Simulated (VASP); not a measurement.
# Si2C3 (I4/mmm) in VASP: notebook

The runs below take Si2C3 through single point, with PBE.

Program: VASP 6.6.1. These are calculated values, not measurements. Logs are shortened: lines on timing, memory, paths and dates and some standing lists are left out, and cuts for length are marked.

### Step 1. The cell of the first run

It takes space group I4/mmm (No. 139, tetragonal). Conventional cell: a = 3.107 Å, b = 3.107 Å, c = 12.610 Å, α = 90.00°, β = 90.00°, γ = 90.00°. Si (site symmetry 4mm) has 8 C at 2.20 to 2.54 Å and 1 Si at 2.55 Å within 2.9 Å. C (site symmetry 4mm) has 1 C at 1.35 Å within 1.8 Å. C (site symmetry 4/mmm) has 2 C at 1.35 Å within 1.8 Å.

### Step 2. Single point, PBE

The input, INCAR:

```
SYSTEM = Si2C3
ALGO = Normal ; EDIFF = 1E-6
ENCUT = 520 ; GGA = PE
ISIF = 2 ; ISMEAR = 0
LASPH = .TRUE. ; LCHARG = .FALSE.
LREAL = .FALSE. ; LWAVE = .FALSE.
NBANDS = 18 ; NELM = 100
PREC = Accurate ; SIGMA = 0.1
```

The input, KPOINTS:

```
k-points
0
G
  16 16 16
  0 0 0
```

The input, POSCAR:

```
Si2C3
1.0
   -1.5536445044      1.5536445044      6.3048808461
    1.5536445044     -1.5536445044      6.3048808461
    1.5536445044      1.5536445044     -6.3048808461
Si C
2 3
Direct
    0.1009838784      0.1009838784      0.0000000000
    0.8990161216      0.8990161216      0.0000000000
    0.6074208468      0.6074208468      0.0000000000
    0.5000000000      0.5000000000      0.0000000000
    0.3925791532      0.3925791532      0.0000000000
```

Potentials or basis: VASP PAW PBE potentials, release 64 (Si, C).

Launch:

```sh
cat potpaw_PBE.64/Si/POTCAR potpaw_PBE.64/C/POTCAR > POTCAR
mpirun -np 1 vasp_std > vasp.out
```

OUTCAR:

```text
SYSTEM = Si2C3
   EDIFF = 1E-6
   ENCUT = 520
   GGA = PE
   ISIF = 2
   ISMEAR = 0
   LASPH = .TRUE.
   LREAL = .FALSE.
   NELM = 100
   PREC = Accurate

 ion  position               nearest neighbor table
   1  0.101  0.101  0.000-   3 2.20   3 2.20   3 2.20   3 2.20   4 2.54   4 2.54   4 2.54   4 2.54
                             2 2.55
   2  0.899  0.899  0.000-   5 2.20   5 2.20   5 2.20   5 2.20   4 2.54   4 2.54   4 2.54   4 2.54
                             1 2.55
   3  0.607  0.607  0.000-   4 1.35   1 2.20   1 2.20   1 2.20   1 2.20
   4  0.500  0.500  0.000-   3 1.35   5 1.35   1 2.54   2 2.54   1 2.54   1 2.54   1 2.54   2 2.54
                             2 2.54   2 2.54
   5  0.393  0.393  0.000-   4 1.35   2 2.20   2 2.20   2 2.20   2 2.20

  LATTYP: Found a body centered tetragonal cell.
 ALAT       =     3.1072890088
 C/A-ratio  =     4.0581232246

  Lattice vectors:

 A1 = (  -1.5536445044,   1.5536445044,   6.3048808461)
 A2 = (   1.5536445044,  -1.5536445044,   6.3048808461)
 A3 = (   1.5536445044,   1.5536445044,  -6.3048808461)

Analysis of symmetry for initial positions (statically):
=====================================================================
 Subroutine PRICEL returns:
 Original cell was already a primitive cell.

 Routine SETGRP: Setting up the symmetry group for a
 body centered tetragonal supercell.

 Subroutine GETGRP returns: Found 16 space group operations
 (whereof 16 operations were pure point group operations)
 out of a pool of 16 trial point group operations.

The static configuration has the point symmetry D_4h.

Analysis of symmetry for dynamics (positions and initial velocities):
=====================================================================
 Subroutine PRICEL returns:
 Original cell was already a primitive cell.

 Routine SETGRP: Setting up the symmetry group for a
 body centered tetragonal supercell.

 Subroutine GETGRP returns: Found 16 space group operations
 (whereof 16 operations were pure point group operations)
 out of a pool of 16 trial point group operations.

The dynamic configuration has the point symmetry D_4h.

 Subroutine INISYM returns: Found 16 space group operations
 (whereof 16 operations are pure point group operations),
 and found     1 'primitive' translations

----------------------------------------------------------------------------------------

                                     Primitive cell

  volume of cell :      60.8752

  direct lattice vectors                    reciprocal lattice vectors
    -1.553644504  1.553644504  6.304880846     0.000000000  0.321823943  0.079303640
     1.553644504 -1.553644504  6.304880846     0.321823943  0.000000000  0.079303640
     1.553644504  1.553644504 -6.304880846     0.321823943  0.321823943  0.000000000

  length of vectors
     6.676761563  6.676761563  6.676761563     0.331450928  0.331450928  0.455127784

  position of ions in fractional coordinates (direct lattice)
     0.100983878  0.100983878  0.000000000
     0.899016122  0.899016122  0.000000000
     0.607420847  0.607420847  0.000000000
     0.500000000  0.500000000  0.000000000
     0.392579153  0.392579153  0.000000000

  ion indices of the primitive-cell ions
   primitive index   ion index
                 1           1
                 2           2
                 3           3
                 4           4
                 5           5

----------------------------------------------------------------------------------------

 KPOINTS: k-points

Automatic generation of k-mesh.
 Grid dimensions read from file:
 generate k-points for:   16   16   16

 Generating k-lattice:

  Cartesian coordinates                     Fractional coordinates (reciprocal lattice)
     0.000000000  0.020113996  0.004956477     0.062500000  0.000000000 -0.000000000
     0.020113996  0.000000000  0.004956477     0.000000000  0.062500000 -0.000000000
     0.020113996  0.020113996  0.000000000     0.000000000  0.000000000  0.062500000

  Length of vectors
     0.020715683  0.020715683  0.028445487

  Shift w.r.t. Gamma in fractional coordinates (k-lattice)
     0.000000000  0.000000000  0.000000000

 Subroutine IBZKPT returns following result:
 ===========================================

 Found    349 irreducible k-points:

 Following reciprocal coordinates:
            Coordinates               Weight
  0.000000  0.000000  0.000000      1.000000
  0.062500  0.000000 -0.000000      8.000000
  0.125000  0.000000 -0.000000      8.000000
  0.187500  0.000000 -0.000000      8.000000
  0.250000  0.000000 -0.000000      8.000000
  0.312500  0.000000 -0.000000      8.000000
[... 16 lines left out ...]
 -0.125000  0.062500  0.000000     16.000000
 -0.062500  0.062500  0.000000      4.000000
 [... further k-points ...]
   k-points           NKPTS =    349   k-points in BZ     NKDIM =    349   number of bands    NBANDS=     18
   number of dos      NEDOS =    301   number of ions     NIONS =      5
   total plane-waves  NPLWV = 125000
   dimension x,y,z NGX =    50 NGY =   50 NGZ =   50
   dimension x,y,z NGXF=   100 NGYF=  100 NGZF=  100
   ions per type =               2   3
   NGX,Y,Z   is equivalent  to a cutoff of  12.45, 12.45, 12.45 a.u.
   NGXF,Y,Z  is equivalent  to a cutoff of  24.90, 24.90, 24.90 a.u.
 SYSTEM =  Si2C3
   PREC   = accura    normal or accurate (medium, high low for compatibility)
   ISTART =      0    job   : 0-new  1-cont  2-samecut
   ICHARG =      2    charge: 1-file 2-atom 10-const
   ISPIN  =      1    spin polarized calculation?
   LNONCOLLINEAR =      F non collinear calculations
   LSORBIT =      F    spin-orbit coupling
   LASPH  =      T    aspherical Exc in radial PAW
   ENCUT  =  520.0 eV  38.22 Ry    6.18 a.u.  12.41 12.41 12.41*2*pi/ulx,y,z
   NELM   =    100;   NELMIN=  2; NELMDL= -5     # of ELM steps
   EDIFF  = 0.1E-05   stopping-criterion for ELM
   LREAL  =      F    real-space projection
   EDIFFG = 0.1E-04   stopping-criterion for IOM
   NSW    =      0    number of steps for IOM
   IBRION =     -1    ionic relax: 0-MD 1-quasi-New 2-CG
   NFREE  =      0    steps in history (QN), initial steepest desc. (CG)
   ISIF   =      2    stress and relaxation
   ISYM   =      2    0-nonsym 1-usesym 2-fastsym
   POTIM  = 0.5000    time-step for ionic-motion
   TEBEG  =    0.0;   TEEND  =   0.0 temperature during run
   PSTRESS=    0.0 pullay stress
   NELECT =      20.0000    total number of electrons
   NUPDOWN=      -1.0000    fix difference up-down
   EMIN   =  10.00;   EMAX   =-10.00  energy-range for DOS
   EFERMI =   0.00;   METHOD = LEGACY
   ISMEAR =     0;   SIGMA  =   0.10  broadening in eV -4-tet -1-fermi 0-gaus
   EFERMI_NEDOS =   21; number of points for ismear=-14 and -15
   IALGO  =     38    algorithm
   IMIX   =      4    mixing-type and parameters
     AMIX     =   0.40;   BMIX     =  1.00
     AMIX_MAG =   1.60;   BMIX_MAG =  1.00
  volume/ion in A,a.u.               =      12.18        82.16
  Fermi-wavevector in a.u.,A,eV,Ry     =   1.129635  2.134700 17.362055  1.276075
  Thomas-Fermi vector in A             =   2.266329
   LORBIT       =      0    0 simple, 1 ext, 2 COOP (PROOUT), +10 PAW based schemes
   GGA     = PE    functional components
   LHFCALC =     F    Hartree Fock is set to
   AEXX    =    0.0000 exact exchange contribution
   IVDW    =     0    specifies the selected vdW correction
   LEPSILON=     F    determine dielectric tensor
   LRPA    =     F    only Hartree local field effects (RPA)
 non-spin polarized calculation
 Gauss-broadening in eV      SIGMA  =   0.10
  energy-cutoff  :      520.00
  volume of cell :       60.88
 maximum number of plane-waves:      1672
 NGX is ok and might be reduce to    50
   NGX = 25   NGY = 25   NGZ = 25

 number of electron      20.0000000 magnetization

 Free energy of the ion-electron system (eV)
  ---------------------------------------------------
  ext. energy  EPLUGINS =         0.00000000
  ---------------------------------------------------
  free energy    TOTEN  =       -32.41167192 eV

  energy without entropy =      -32.40772540  energy(sigma->0) =      -32.40969866

 E-fermi :   6.6040     XC(G=0): -10.2778

 val. band max:        6.5966862993   @ k =  -0.4375   0.1875   0.1250
 cond. band min:       6.6174779833   @ k =  -0.3750   0.2500   0.0625
 fundamental gap:      0.0207916840
 Fermi energy:         6.6040420072

 k-point     1 :       0.0000    0.0000    0.0000
  band No.  band energies     occupation
      1     -11.8315      2.00000
      2      -8.6077      2.00000
      3      -2.3697      2.00000
      4       0.1115      2.00000
      5       0.8889      2.00000
      6       0.8889      2.00000
[... 10 lines left out ...]
     17      12.4092      0.00000
     18      15.2140      0.00000

 k-point     2 :       0.0625    0.0000   -0.0000
  band No.  band energies     occupation
      1     -11.7939      2.00000
      2      -8.5731      2.00000
      3      -2.3607      2.00000
      4       0.0809      2.00000
      5       0.3972      2.00000
      6       0.9192      2.00000
[... 10 lines left out ...]
     17      12.6127      0.00000
     18      14.8098      0.00000

 k-point     3 :       0.1250    0.0000   -0.0000
  band No.  band energies     occupation
      1     -11.6831      2.00000
      2      -8.4715      2.00000
      3      -2.3826      2.00000
      4      -0.3800      2.00000
      5      -0.0116      2.00000
      6       1.0078      2.00000
[... 10 lines left out ...]
     17      13.1966      0.00000
     18      13.8591      0.00000

 k-point     4 :       0.1875    0.0000   -0.0000
  band No.  band energies     occupation
      1     -11.5059      2.00000
      2      -8.3094      2.00000
      3      -2.6255      2.00000
      4      -0.8881      2.00000
      5      -0.2180      2.00000
      6       1.1470      2.00000
[... 10 lines left out ...]
     17      13.3118      0.00000
     18      13.9844      0.00000

 k-point     5 :       0.2500    0.0000   -0.0000
  band No.  band energies     occupation
      1     -11.2756      2.00000
      2      -8.0998      2.00000
      3      -3.2131      2.00000
      4      -0.9669      2.00000
      5      -0.5247      2.00000
      6       1.3232      2.00000
[... 10 lines left out ...]
     17      13.7211      0.00000
     18      13.8005      0.00000

 k-point     6 :       0.3125    0.0000   -0.0000
  band No.  band energies     occupation
      1     -11.0151      2.00000
      2      -7.8646      2.00000
      3      -3.9150      2.00000
      4      -1.1528      2.00000
      5      -0.5483      2.00000
      6       1.5148      2.00000
[... 307 lines left out ...]
 k-point    21 :      -0.2500    0.0625    0.0000
  band No.  band energies     occupation
      1     -11.2420      2.00000
      2      -8.0640      2.00000
      3      -3.1937      2.00000
      4      -0.9235      2.00000
      5      -0.5183      2.00000
      6       1.0105      2.00000
[... 10 lines left out ...]
     17      13.2557      0.00000
     18      13.9711      0.00000

 k-point    22 :      -0.1875    0.0625    0.0000
  band No.  band energies     occupation
      1     -11.4708      2.00000
      2      -8.2728      2.00000
      3      -2.6296      2.00000
      4      -0.8441      2.00000
      5      -0.2076      2.00000
      6       0.8141      2.00000
[... 10 lines left out ...]
     17      13.4465      0.00000
     18      14.0139      0.00000

 k-point    23 :      -0.1250    0.0625    0.0000
  band No.  band energies     occupation
      1     -11.6468      2.00000
      2      -8.4349      2.00000
      3      -2.3932      2.00000
      4      -0.3575      2.00000
      5      -0.0166      2.00000
      6       0.6735      2.00000
[... 10 lines left out ...]
     17      13.2518      0.00000
     18      13.3214      0.00000

 k-point    24 :      -0.0625    0.0625    0.0000
  band No.  band energies     occupation
      1     -11.7568      2.00000
      2      -8.5373      2.00000
      3      -2.3618      2.00000
      4       0.0662      2.00000
      5       0.2557      2.00000
      6       0.6815      2.00000
[... 10 lines left out ...]
     17      12.7896      0.00000
     18      14.0514      0.00000

 [... further k-points ...]

------------------------ aborting loop because EDIFF is reached ----------------------------------------

  FORCE on cell =-STRESS in cart. coord.  units (eV):
  Direction    XX          YY          ZZ          XY          YZ          ZX
  --------------------------------------------------------------------------------------
  -------------------------------------------------------------------------------------
  Total        0.0155103      0.0155103      0.1368496      0.0000000     -0.0000000      0.0000000
  in kB        0.4082159      0.4082159      3.6017522      0.0000000     -0.0000000      0.0000000
  external PRESSURE =       1.4727280 kB  Pullay stress =       0.0000000 kB

 VOLUME and BASIS-vectors are now :
 -----------------------------------------------------------------------------
  energy-cutoff  :      520.00
  volume of cell :       60.88
      direct lattice vectors                 reciprocal lattice vectors
    -1.553644504  1.553644504  6.304880846     0.000000000  0.321823943  0.079303640
     1.553644504 -1.553644504  6.304880846     0.321823943  0.000000000  0.079303640
     1.553644504  1.553644504 -6.304880846     0.321823943  0.321823943  0.000000000

 POSITION                                       TOTAL-FORCE (eV/Angst)
 -----------------------------------------------------------------------------------
      0.00000      0.00000      1.27338        -0.000000     -0.000000      0.005573
      0.00000      0.00000     11.33638        -0.000000     -0.000000     -0.005573
      0.00000      0.00000      7.65943         0.000000      0.000000      0.054049
      0.00000      0.00000      6.30488        -0.000000     -0.000000      0.000000
      0.00000      0.00000      4.95033        -0.000000     -0.000000     -0.054049
 -----------------------------------------------------------------------------------
    total drift:                               -0.000000      0.000000     -0.000000

  FREE ENERGIE OF THE ION-ELECTRON SYSTEM (eV)
  ---------------------------------------------------
  free  energy   TOTEN  =       -32.4116719210 eV

  energy  without entropy=      -32.4077254018  energy(sigma->0) =      -32.40969866
```

It took 8.5 min on 1 thread of Intel Xeon 6975P-C (Granite Rapids), shared host; peak memory 0.56 GiB.

Results:

```
Free energy            : -32.4117 eV
Pressure               : 0.1 GPa
Largest force          : 0.054 eV/Å
Band gap on the k mesh : zero (bands 10 and 11 overlap by 3.00 eV)
```

Forces on the atoms (eV/Å):
```
Si   0.000  0.000  0.006
Si   0.000  0.000 -0.006
C    0.000  0.000  0.054
C    0.000  0.000  0.000
C    0.000  0.000 -0.054
```

Stress tensor (GPa, compression positive):
```
0.04 0.00 0.00
0.00 0.04 0.00
0.00 0.00 0.36
```

Levels at points of the mesh, in eV from the Fermi level:
```csv
k point,band 7,band 8,band 9,band 10,band 11,band 12,band 13,band 14
"(0.00, 0.00, 0.00)",-4.36,-2.39,-2.39,0.73,1.92,3.58,3.58,3.68
"(0.50, 0.00, 0.00)",-4.74,-2.92,-1.15,0.75,1.92,2.22,2.97,4.60
"(0.50, 0.50, 0.00)",-5.99,-4.80,-3.94,-3.33,0.08,0.25,0.58,5.51
"(0.50, 0.50, 0.50)",-4.31,-2.32,-2.32,0.84,2.65,2.81,3.37,3.37
```

(Part 1 of 2 ends here.)

The gap in the log of VASP goes by the Fermi energy; the results here count the filled bands.